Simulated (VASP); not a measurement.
The system is HfO2.

```
Hf O
1.0
    -2.25200    2.25200    6.31174
     2.25200   -2.25200    6.31174
     2.25200    2.25200   -6.31174
Hf O
2 4
Direct
  0.00000 0.00000 0.00000
  0.75000 0.25000 0.50000
  0.80262 0.80262 0.00000
  0.94738 0.44738 0.50000
  0.55262 0.05262 0.50000
  0.19738 0.19738 0.00000
```

The cell was built from a structure type or drawn by symmetry, and may not be a known phase.

| Item | Value |
| --- | --- |
| Program | VASP 6.6.1 |
| Task | relaxation of cell and atoms |
| Functional | PBE |
| Potentials or basis | VASP PAW PBE potentials, release 64 (Hf_pv, O) |
| Cutoff | 600 eV |
| k mesh | 6 × 6 × 6 |
| Occupations | gaussian, width 0.1 eV |
| Spin | no spin polarisation |

At the start: pressure -33.0 GPa; volume 21.34 Å³/atom.

Problem. Where does the relaxation end?

Solution. Over 10 steps the energy falls by 1065.0 meV/atom and the volume is 14.14 Å³/atom (-33.7 %); space group I4_1/amd (No. 141, to 0.1 Å) before and after.

Step by step:
```csv
step,energy change (eV),largest force (eV/Å),pressure (GPa),volume (Å³)
1,0.0000,0.5077,-32.95,128.04
2,0.0406,2.9130,115.97,62.70
3,-6.3064,0.2142,-4.46,87.49
4,-6.3325,0.2816,-1.60,86.11
5,-6.3359,0.3195,-0.03,85.38
6,-6.3578,0.2102,0.12,85.25
7,-6.3875,0.0817,0.08,84.83
8,-6.3877,0.1025,0.09,84.79
9,-6.3864,0.1323,0.07,84.87
10,-6.3902,0.0018,0.04,84.83
```

Final structure:
```xyz
6
Lattice="-2.0018 2.0018 5.2922 2.0018 -2.0018 5.2922 2.0018 2.0018 -5.2922" Properties=species:S:1:pos:R:3 pbc="T T T"
Hf    0.0000    0.0000    0.0000
Hf    0.0000    2.0018    2.6461
O     0.0000    0.0000    8.4474
O     0.0000    2.0018    4.7831
O     0.0000    2.0018    0.5091
O     0.0000    0.0000    2.1370
```

Caveat: the volume moved by over 15 % at a fixed basis, so the end points are rough.
